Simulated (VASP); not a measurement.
# CO (P2_1) in VASP: notebook

CO is run at these levels: PBEsol; tasks: single point.

Everything below comes from runs of VASP 6.6.1. Logs are shortened: lines on timing, memory, paths and dates and some standing lists are left out, and cuts for length are marked.

## (1) The cell of the first run

The structure is monoclinic, space group P2_1 (No. 4). Conventional cell: a = 5.953 Å, b = 5.953 Å, c = 11.965 Å, α = 90.00°, β = 95.71°, γ = 90.00°. C (site symmetry 1) has 1 O at 1.13 Å within 1.5 Å. Within 1.5 Å of C (site symmetry 1) lie 1 O at 1.13 Å. C (site symmetry 1) has 1 O at 1.13 Å within 1.5 Å. Within 1.5 Å of C (site symmetry 1) lie 1 O at 1.13 Å. O (site symmetry 1) has 1 C at 1.13 Å within 1.5 Å. Within 1.5 Å of O (site symmetry 1) lie 1 C at 1.13 Å. O (site symmetry 1) has 1 C at 1.13 Å within 1.5 Å. Within 1.5 Å of O (site symmetry 1) lie 1 C at 1.13 Å.

## (2) Single point, PBEsol (the part above a cut slid along it)

Input file INCAR:

```
ALGO = Normal
EDIFF = 1E-6
ENCUT = 520
GGA = PS
ISIF = 2
ISMEAR = 0
LASPH = True
LCHARG = False
LREAL = Auto
LWAVE = False
NBANDS = 54
NELM = 80
PREC = Accurate
SIGMA = 0.05
```

Input file KPOINTS:

```
k-points
0
Gamma
  4 4 2
```

Input file POSCAR:

```
CO
1.0
    0.0000000000     -5.9526445718      0.0000000000
    0.0000000000      0.0000000000     -5.9526445718
   11.9052891436     -4.7621156574      0.0000000000
C O
8 8
Direct
   -0.0505081549      0.0353513179      0.1073243410
   -0.4505081549      0.0353513179      0.6073243410
    0.2505081549      0.5353513179      0.8926756590
    0.6505081549      0.5353513179      0.3926756590
   -0.2212107907      0.9646486821      0.8573243410
    0.1787892093      0.9646486821      0.3573243410
    0.0212107907      0.4646486821      0.6426756590
    0.4212107907      0.4646486821      0.1426756590
    0.3956835163      0.9254882259      0.6622558870
    0.7956835163      0.9254882259      0.1622558870
   -0.5956835163      0.4254882259      0.8377441130
   -0.1956835163      0.4254882259      0.3377441130
   -0.1552929355      0.0745117741      0.9122558870
    0.2447070645      0.0745117741      0.4122558870
    0.3552929355      0.5745117741      0.0877441130
   -0.0447070645      0.5745117741      0.5877441130
```

Potentials or basis: VASP PAW PBE potentials, release 64 (C, O).

Run with:

```console
$ cat potpaw_PBE.64/C/POTCAR potpaw_PBE.64/O/POTCAR > POTCAR
$ mpirun -np 1 vasp_std > vasp.out
```

OUTCAR:

```text
EDIFF = 1E-6
   ENCUT = 520
   GGA = PS
   ISIF = 2
   ISMEAR = 0
   LASPH = True
   LREAL = Auto
   NELM = 80
   PREC = Accurate

 ion  position               nearest neighbor table
   1  0.949  0.035  0.107-  10 1.13
   2  0.549  0.035  0.607-   9 1.13
   3  0.251  0.535  0.893-  11 1.13
   4  0.651  0.535  0.393-  12 1.13
   5  0.779  0.965  0.857-  13 1.13
   6  0.179  0.965  0.357-  14 1.13
[... 8 lines left out ...]
  15  0.355  0.575  0.088-   8 1.13
  16  0.955  0.575  0.588-   7 1.13

  LATTYP: Found a simple monoclinic cell.
 ALAT       =     5.9526445718
 B/A-ratio  =     1.0000000000
 C/A-ratio  =     2.0099751242
 COS(beta)  =    -0.0995037190

  Lattice vectors:

 A1 = (   0.0000000000,  -5.9526445718,   0.0000000000)
 A2 = (   0.0000000000,   0.0000000000,  -5.9526445718)
 A3 = (  11.9052891436,   1.1905289144,   0.0000000000)

Analysis of symmetry for initial positions (statically):
=====================================================================
 Subroutine PRICEL returns:
 Original cell was already a primitive cell.

 Routine SETGRP: Setting up the symmetry group for a
 simple monoclinic supercell.

 Subroutine GETGRP returns: Found  2 space group operations
 (whereof  1 operations were pure point group operations)
 out of a pool of  4 trial point group operations.

The static configuration has the point symmetry C_1 .
 The point group associated with its full space group is C_2 .

Analysis of symmetry for dynamics (positions and initial velocities):
=====================================================================
 Subroutine PRICEL returns:
 Original cell was already a primitive cell.

 Routine SETGRP: Setting up the symmetry group for a
 simple monoclinic supercell.

 Subroutine GETGRP returns: Found  2 space group operations
 (whereof  1 operations were pure point group operations)
 out of a pool of  4 trial point group operations.

The dynamic configuration has the point symmetry C_1 .
 The point group associated with its full space group is C_2 .

 Subroutine INISYM returns: Found  2 space group operations
 (whereof  1 operations are pure point group operations),
 and found     1 'primitive' translations

----------------------------------------------------------------------------------------

                                     Primitive cell

  volume of cell :     421.8517

  direct lattice vectors                    reciprocal lattice vectors
     0.000000000 -5.952644572  0.000000000    -0.067197024 -0.167992560  0.000000000
     0.000000000  0.000000000 -5.952644572     0.000000000  0.000000000 -0.167992560
    11.905289144 -4.762115657  0.000000000     0.083996280  0.000000000  0.000000000

  length of vectors
     5.952644572  5.952644572 12.822388823     0.180933524  0.167992560  0.083996280

  position of ions in fractional coordinates (direct lattice)
     0.949491845  0.035351318  0.107324341
     0.549491845  0.035351318  0.607324341
     0.250508155  0.535351318  0.892675659
     0.650508155  0.535351318  0.392675659
     0.778789209  0.964648682  0.857324341
     0.178789209  0.964648682  0.357324341
[... 8 lines left out ...]
     0.355292936  0.574511774  0.087744113
     0.955292935  0.574511774  0.587744113

  ion indices of the primitive-cell ions
   primitive index   ion index
                 1           1
                 2           2
                 3           3
                 4           4
                 5           5
                 6           6
[... 8 lines left out ...]
                15          15
                16          16

----------------------------------------------------------------------------------------

 KPOINTS: k-points

Automatic generation of k-mesh.
 Grid dimensions read from file:
 generate k-points for:    4    4    2

 Generating k-lattice:

  Cartesian coordinates                     Fractional coordinates (reciprocal lattice)
    -0.016799256 -0.041998140  0.000000000     0.250000000  0.000000000 -0.000000000
[... 50 lines left out ...]
  ---------------------------------------------------
  free energy    TOTEN  =      -121.39751032 eV

  energy without entropy =     -121.39751032  energy(sigma->0) =     -121.39751032

 E-fermi :  -5.4247     XC(G=0):  -5.8779

 val. band max:       -5.6737499563   @ k =   0.2500   0.0000   0.0000
 cond. band min:       0.3634709209   @ k =   0.0000   0.0000   0.0000
 fundamental gap:      6.0372208772
 Fermi energy:        -5.4247051118

 k-point     1 :       0.0000    0.0000    0.0000
  band No.  band energies     occupation
      1     -26.4167      2.00000
      2     -26.4070      2.00000
      3     -26.3412      2.00000
      4     -26.3259      2.00000
      5     -26.3171      2.00000
      6     -26.3163      2.00000
[... 44 lines left out ...]
     51       1.2442      0.00000
     52       1.2585      0.00000

 k-point     2 :       0.2500    0.0000    0.0000
  band No.  band energies     occupation
      1     -26.4155      2.00000
      2     -26.4078      2.00000
      3     -26.3385      2.00000
      4     -26.3245      2.00000
      5     -26.3212      2.00000
      6     -26.3166      2.00000
[... 44 lines left out ...]
     51       1.1200      0.00000
     52       1.2472      0.00000

 k-point     3 :       0.5000    0.0000    0.0000
  band No.  band energies     occupation
      1     -26.4139      2.00000
      2     -26.4090      2.00000
      3     -26.3340      2.00000
      4     -26.3264      2.00000
      5     -26.3221      2.00000
      6     -26.3184      2.00000
[... 44 lines left out ...]
     51       1.2394      0.00000
     52       1.2892      0.00000
[... 716 lines left out ...]
 k-point    17 :       0.2500    0.5000    0.5000
  band No.  band energies     occupation
      1     -26.4116      2.00000
      2     -26.4116      2.00000
      3     -26.3305      2.00000
      4     -26.3305      2.00000
      5     -26.3193      2.00000
      6     -26.3192      2.00000
[... 44 lines left out ...]
     51       1.1899      0.00000
     52       1.1966      0.00000

 k-point    18 :       0.5000    0.5000    0.5000
  band No.  band energies     occupation
      1     -26.4114      2.00000
      2     -26.4114      2.00000
      3     -26.3283      2.00000
      4     -26.3282      2.00000
      5     -26.3215      2.00000
      6     -26.3215      2.00000
[... 44 lines left out ...]
     51       1.1667      0.00000
     52       1.1705      0.00000
 [bands above 52 left out]

------------------------ aborting loop because EDIFF is reached ----------------------------------------

  FORCE on cell =-STRESS in cart. coord.  units (eV):
  Direction    XX          YY          ZZ          XY          YZ          ZX
  --------------------------------------------------------------------------------------
  -------------------------------------------------------------------------------------
  Total        3.5833132      3.2471589      2.9472705     -0.4583726      0.0000000      0.0000000
  in kB       13.6092909     12.3325895     11.1936243     -1.7408822      0.0000000      0.0000000
  external PRESSURE =      12.3785016 kB  Pullay stress =       0.0000000 kB

 VOLUME and BASIS-vectors are now :
 -----------------------------------------------------------------------------
  energy-cutoff  :      520.00
  volume of cell :      421.85
      direct lattice vectors                 reciprocal lattice vectors
     0.000000000 -5.952644572  0.000000000    -0.067197024 -0.167992560  0.000000000
     0.000000000  0.000000000 -5.952644572     0.000000000  0.000000000 -0.167992560
    11.905289144 -4.762115657  0.000000000     0.083996280  0.000000000  0.000000000

 POSITION                                       TOTAL-FORCE (eV/Angst)
 -----------------------------------------------------------------------------------
      1.27773     -6.16308     -0.21043        -0.505362     -0.767907     -0.643094
      7.23037     -6.16308     -0.21043        -0.600866     -0.596600     -0.600707
     10.62756     -5.74221     -3.18676         0.505362      0.767907     -0.643094
      4.67492     -5.74221     -3.18676         0.600866      0.596600     -0.600707
     10.20669     -8.71853     -5.74221        -0.648447      0.621940      0.639722
      4.25405     -2.76589     -5.74221        -0.601232      0.594865      0.601747
[... 8 lines left out ...]
      1.04462     -2.53278     -3.41986        -0.505864      0.519619     -0.644515
      6.99726     -8.48542     -3.41986        -0.597066      0.598233     -0.597698
 -----------------------------------------------------------------------------------
    total drift:                                0.000008      0.000016      0.002058

  FREE ENERGIE OF THE ION-ELECTRON SYSTEM (eV)
  ---------------------------------------------------
  free  energy   TOTEN  =      -121.3975103239 eV

  energy  without entropy=     -121.3975103239  energy(sigma->0) =     -121.39751032
```

Wall time 4.4 min (1 thread of AMD EPYC 9R45 (Zen 5), shared host); peak memory 0.57 GiB.

Results:

| Quantity | Value |
| --- | --- |
| Free energy | -121.3975 eV |
| Pressure | 1.2 GPa |
| Largest force | 1.122 eV/Å |
| Band gap on the k mesh | 6.04 eV (least direct gap 6.05 eV) |

Forces on the atoms (eV/Å):
```
C   -0.505 -0.768 -0.643
C   -0.601 -0.597 -0.601
C    0.505  0.768 -0.643
C    0.601  0.597 -0.601
C   -0.648  0.622  0.640
C   -0.601  0.595  0.602
C    0.601 -0.595  0.602
C    0.648 -0.622  0.640
O    0.597  0.600  0.595
O    0.630  0.659  0.649
O   -0.630 -0.659  0.649
O   -0.597 -0.600  0.595
O    0.506 -0.520 -0.645
O    0.597 -0.598 -0.598
O   -0.506  0.520 -0.645
O   -0.597  0.598 -0.598
```

Stress tensor (GPa, compression positive):
```
 1.36 -0.17  0.00
-0.17  1.23  0.00
 0.00  0.00  1.12
```

Levels at points of the mesh, in eV from the valence-band top:
```
           k point  band 38  band 39  band 40  band 41  band 42  band 43
(0.00, 0.00, 0.00)    -0.12    -0.03    -0.01     6.04     6.06     6.21
(0.50, 0.00, 0.00)    -0.20    -0.12    -0.01     6.10     6.15     6.16
(0.00, 0.50, 0.00)    -0.23    -0.04    -0.04     6.14     6.14     6.23
(0.50, 0.50, 0.00)    -0.29    -0.12    -0.12     6.28     6.28     6.33
(0.00, 0.00, 0.50)    -0.12    -0.04    -0.01     6.07     6.09     6.16
(0.50, 0.00, 0.50)    -0.19    -0.12     0.00     6.05     6.13     6.25
(0.00, 0.50, 0.50)    -0.17    -0.06    -0.06     6.11     6.11     6.24
(0.50, 0.50, 0.50)    -0.28    -0.12    -0.12     6.21     6.21     6.46
```

Caveat: the cell differs from its parent crystal (the part above a cut slid along it); this functional lacks dispersion, which holds the molecules together, so the pressure and a relaxed volume are unreliable; the PAW data sets were made with another functional, which shifts forces and pressure a little.

## (3) Single point, PBEsol (the part above a cut slid along it)

Input file INCAR:

```
SYSTEM = CO
PREC = Accurate
ENCUT = 520
EDIFF = 1E-7
ISMEAR = 0
SIGMA = 0.05
LREAL = Auto
LASPH = .TRUE.
NELM = 80
ALGO = Normal
ISIF = 2
LWAVE = .FALSE.
LCHARG = .FALSE.
GGA = PS
NBANDS = 54
```

Input file KPOINTS:

```
regular mesh
0
G
  4 4 2
  0 0 0
```

Input file POSCAR:

```
CO
1.0
    0.0000000000     -5.9526445718      0.0000000000
    0.0000000000      0.0000000000     -5.9526445718
   11.9052891436     -0.5952644572      0.0000000000
C O
8 8
Direct
    0.0246188838      0.0353513179      0.1073243410
   -0.0253811162      0.0353513179      0.6073243410
    0.8753811162      0.5353513179      0.8926756590
    0.9253811162      0.5353513179      0.3926756590
    0.3789162480      0.9646486821      0.8573243410
    0.4289162480      0.9646486821      0.3573243410
    0.4710837520      0.4646486821      0.6426756590
    0.5210837520      0.4646486821      0.1426756590
    0.8592626372      0.9254882259      0.6622558870
    0.9092626372      0.9254882259      0.1622558870
   -0.0092626372      0.4254882259      0.8377441130
    0.0407373628      0.4254882259      0.3377441130
    0.4832861854      0.0745117741      0.9122558870
    0.5332861854      0.0745117741      0.4122558870
    0.4167138146      0.5745117741      0.0877441130
    0.3667138146      0.5745117741      0.5877441130
```

Potentials or basis: VASP PAW PBE potentials, release 64 (C, O).

Run with:

```console
$ cat potpaw_PBE.64/C/POTCAR potpaw_PBE.64/O/POTCAR > POTCAR
$ mpirun -np 1 vasp_std > vasp.out
```

It took 4.3 min on 1 thread of AMD EPYC 9R45 (Zen 5), shared host; peak memory 0.58 GiB.

The run converged. Its results:

```yaml
Free_energy: -121.4728 eV
Pressure: 1.1 GPa
Largest_force: 1.045 eV/Å
Band_gap_on_the_k_mesh: 6.12 eV
```

Forces in eV/Å, atoms in the order of the input:
```
C   -0.585 -0.566 -0.601
C   -0.604 -0.602 -0.603
C    0.585  0.566 -0.601
C    0.604  0.602 -0.603
C   -0.576  0.587  0.587
C   -0.594  0.598  0.604
C    0.594 -0.598  0.604
C    0.576 -0.587  0.587
O    0.600  0.595  0.597
O    0.601  0.595  0.599
O   -0.601 -0.595  0.599
O   -0.600 -0.595  0.597
O    0.562 -0.609 -0.584
O    0.597 -0.599 -0.598
O   -0.562  0.609 -0.584
O   -0.597  0.599 -0.598
```

Stress tensor (GPa, compression positive):
```
1.11 0.06 0.00
0.06 1.12 0.00
0.00 0.00 1.08
```

Levels at points of the mesh, in eV from the valence-band top:
| k point | band 38 | band 39 | band 40 | band 41 | band 42 | band 43 |
| --- | --- | --- | --- | --- | --- | --- |
| (0.00, 0.00, 0.00) | -0.05 | -0.05 | -0.01 | 6.17 | 6.19 | 6.26 |
| (0.50, 0.00, 0.00) | -0.16 | -0.04 | -0.01 | 6.13 | 6.15 | 6.29 |
| (0.00, 0.50, 0.00) | -0.19 | -0.03 | -0.03 | 6.15 | 6.15 | 6.30 |
| (0.50, 0.50, 0.00) | -0.24 | -0.14 | -0.14 | 6.28 | 6.28 | 6.53 |
| (0.00, 0.00, 0.50) | -0.05 | -0.04 | 0.00 | 6.12 | 6.13 | 6.29 |
| (0.50, 0.00, 0.50) | -0.10 | -0.07 | -0.05 | 6.18 | 6.21 | 6.23 |
| (0.00, 0.50, 0.50) | -0.10 | -0.07 | -0.07 | 6.19 | 6.19 | 6.22 |
| (0.50, 0.50, 0.50) | -0.22 | -0.14 | -0.14 | 6.34 | 6.34 | 6.39 |

Caveat: the cell differs from its parent crystal (the part above a cut slid along it); this functional lacks dispersion, which holds the molecules together, so the pressure and a relaxed volume are unreliable; the PAW data sets were made with another functional, which shifts forces and pressure a little. A k mesh can miss the band edges.

## (4) Single point, PBEsol (the part above a cut slid along it)

Input file INCAR:

```
SYSTEM = CO
ALGO = Normal
EDIFF = 1E-6
ENCUT = 520
GGA = PS
ISIF = 2
ISMEAR = 0
LASPH = .TRUE.
LCHARG = .FALSE.
LREAL = Auto
LWAVE = .FALSE.
NBANDS = 54
NELM = 100
PREC = Accurate
SIGMA = 0.05
```

Input file KPOINTS:

```
k-points
0
G
  4 4 2
  0 0 0
```

Input file POSCAR:

```
CO
1.0
    0.0000000000     -5.9526445718      0.0000000000
    0.0000000000      0.0000000000     -5.9526445718
   11.9052891436     -1.7857933715      0.0000000000
C O
8 8
Direct
    0.0031540156      0.0353513179      0.1073243410
   -0.1468459844      0.0353513179      0.6073243410
    0.6968459844      0.5353513179      0.8926756590
    0.8468459844      0.5353513179      0.3926756590
    0.2074513798      0.9646486821      0.8573243410
    0.3574513798      0.9646486821      0.3573243410
    0.3425486202      0.4646486821      0.6426756590
    0.4925486202      0.4646486821      0.1426756590
    0.7268114598      0.9254882259      0.6622558870
    0.8768114598      0.9254882259      0.1622558870
   -0.1768114598      0.4254882259      0.8377441130
   -0.0268114598      0.4254882259      0.3377441130
    0.3008350080      0.0745117741      0.9122558870
    0.4508350080      0.0745117741      0.4122558870
    0.3991649920      0.5745117741      0.0877441130
    0.2491649920      0.5745117741      0.5877441130
```

Run with:

```console
$ cat potpaw_PBE.64/C/POTCAR potpaw_PBE.64/O/POTCAR > POTCAR
$ mpirun -np 1 vasp_std > vasp.out
```

It took 4.1 min on 1 thread of AMD EPYC 9R45 (Zen 5), shared host; peak memory 0.58 GiB.

The run converged. Its results:

- Free energy: -121.2228 eV
- Pressure: 1.4 GPa
- Largest force: 1.135 eV/Å
- Band gap on the k mesh: 5.87 eV (least direct gap 5.89 eV)

Forces in eV/Å, atoms in the order of the input:
```
C   -0.217 -0.442 -0.710
C   -0.602 -0.597 -0.603
C    0.217  0.442 -0.710
C    0.602  0.597 -0.603
C   -0.629  0.498  0.552
C   -0.595  0.602  0.606
C    0.595 -0.602  0.606
C    0.629 -0.498  0.552
O    0.598  0.599  0.598
O    0.616  0.646  0.701
O   -0.616 -0.646  0.701
O   -0.598 -0.599  0.598
O    0.233 -0.710 -0.544
O    0.598 -0.599 -0.600
O   -0.233  0.710 -0.544
O   -0.598  0.599 -0.600
```

Stress tensor (GPa, compression positive):
```
1.83 0.44 0.00
0.44 1.27 0.00
0.00 0.00 1.10
```

Levels at points of the mesh, in eV from the valence-band top:
```csv
k point,band 37,band 38,band 39,band 40,band 41,band 42,band 43,band 44
"(0.00, 0.00, 0.00)",-0.27,-0.27,-0.19,0.00,5.97,5.98,6.01,6.03
"(0.50, 0.00, 0.00)",-0.38,-0.35,-0.13,-0.09,5.88,5.96,6.10,6.19
"(0.00, 0.50, 0.00)",-0.37,-0.37,-0.10,-0.10,5.94,5.94,6.10,6.10
"(0.50, 0.50, 0.00)",-0.44,-0.44,-0.15,-0.15,6.06,6.06,6.32,6.32
"(0.00, 0.00, 0.50)",-0.29,-0.27,-0.21,0.00,5.89,5.93,6.11,6.16
"(0.50, 0.00, 0.50)",-0.34,-0.32,-0.15,-0.10,5.92,6.01,6.02,6.11
"(0.00, 0.50, 0.50)",-0.32,-0.32,-0.11,-0.11,5.99,5.99,6.02,6.02
"(0.50, 0.50, 0.50)",-0.43,-0.43,-0.15,-0.15,6.13,6.13,6.17,6.17
```

Caveat: the cell differs from its parent crystal (the part above a cut slid along it); this functional lacks dispersion, which holds the molecules together, so the pressure and a relaxed volume are unreliable; the PAW data sets were made with another functional, which shifts forces and pressure a little.

## (5) The runs side by side

| cell | gap on the mesh (eV) | pressure (GPa) | largest force (eV/Å) |
| --- | --- | --- | --- |
| a = 5.953, b = 5.953, c = 12.822 Å, angles 90.0, 68.2, 90.0°, 16 atoms | 6.04 | 1.2 | 1.12 |
| a = 5.953, b = 5.953, c = 11.920 Å, angles 90.0, 87.1, 90.0°, 16 atoms | 6.12 | 1.1 | 1.04 |
| a = 5.953, b = 5.953, c = 12.038 Å, angles 90.0, 81.5, 90.0°, 16 atoms | 5.87 | 1.4 | 1.14 |

Alike in all rows: task single point; level PBEsol; potentials or basis VASP PAW PBE potentials, release 64 (C, O); no spin polarisation; k mesh 4 × 4 × 2; cutoff (eV) 520; smearing gaussian 0.05 eV.

Caveats: this functional lacks dispersion, which holds the molecules together, so the pressure and a relaxed volume are unreliable; the PAW data sets were made with another functional, which shifts forces and pressure a little.

Absolute energies hang on the potentials; compare differences alone.
